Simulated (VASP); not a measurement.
Wanted: the native input for a VASP 6.6.1 run.

```
Task                               : single point
Functional                         : PBE-based screened hybrid
Potentials or basis                : VASP PAW PBE potentials, release 64 (K_sv, Cl)
Cutoff                             : 520 eV
k mesh                             : 4 × 4 × 4
Occupations                        : fermi-dirac, width 0.05 eV
Spin                               : no spin polarisation
Dipole correction                  : no
Grid for exact exchange (PRECFOCK) : Normal
Share of exact exchange            : 0.4
Further INCAR settings             : ALGO = Normal; EDIFF = 1e-06; NBANDS = 15
Screening parameter                : 0.2 1/Å
```

KCl (Sylvite):

```
K Cl
1.0
     0.00000    3.14647    3.14647
     3.14647    0.00000    3.14647
     3.14647    3.14647    0.00000
K Cl
1 1
Direct
  0.00000 0.00000 0.00000
  0.50000 0.50000 0.50000
```

The input as run:

POSCAR

```
KCl
1.0
    0.0000000000      3.1464700000      3.1464700000
    3.1464700000      0.0000000000      3.1464700000
    3.1464700000      3.1464700000      0.0000000000
K Cl
1 1
Direct
    0.0000000000      0.0000000000      0.0000000000
    0.5000000000      0.5000000000      0.5000000000
```

INCAR.step1

```
SYSTEM = KCl
PREC = Accurate
ENCUT = 520
EDIFF = 1E-5
ISMEAR = -1
SIGMA = 0.05
LREAL = .False.
LASPH = .True.
NELM = 80
ALGO = Normal
ISIF = 2
LWAVE = .True.
LCHARG = .False.
GGA = PE
NBANDS = 15
```

INCAR.step2

```
SYSTEM = KCl
PREC = Accurate
ENCUT = 520
EDIFF = 1E-6
ISMEAR = -1
SIGMA = 0.05
LREAL = .False.
LASPH = .True.
NELM = 80
ALGO = Normal
ISIF = 2
LWAVE = .False.
LCHARG = .False.
GGA = PE
LHFCALC = .True.
AEXX = 0.4
HFSCREEN = 0.2
PRECFOCK = Normal
ISTART = 1
NBANDS = 15
```

KPOINTS

```
Automatic mesh
0
Gamma
  4 4 4
  0 0 0
```

Potentials or basis: VASP PAW PBE potentials, release 64 (K_sv, Cl).

The run is started by

```sh
$ cat potpaw_PBE.64/K_sv/POTCAR potpaw_PBE.64/Cl/POTCAR > POTCAR
$ cp INCAR.step1 INCAR
$ mpirun -np 1 vasp_std > vasp.out
$ cp INCAR.step2 INCAR
$ mpirun -np 1 vasp_std > vasp.out
```

It gave:

```json
{"Pressure": "0.3 GPa", "Band gap on the k mesh": "7.34 eV, direct"}
```

Caveat: the k points lie up to 0.43 Å⁻¹ apart; the PAW data sets were made with another functional, which shifts forces and pressure a little.

Wall time 7.4 min on 1 thread of Oxide Virtual Turin-like Processor (shared host), peak memory 0.28 GiB.
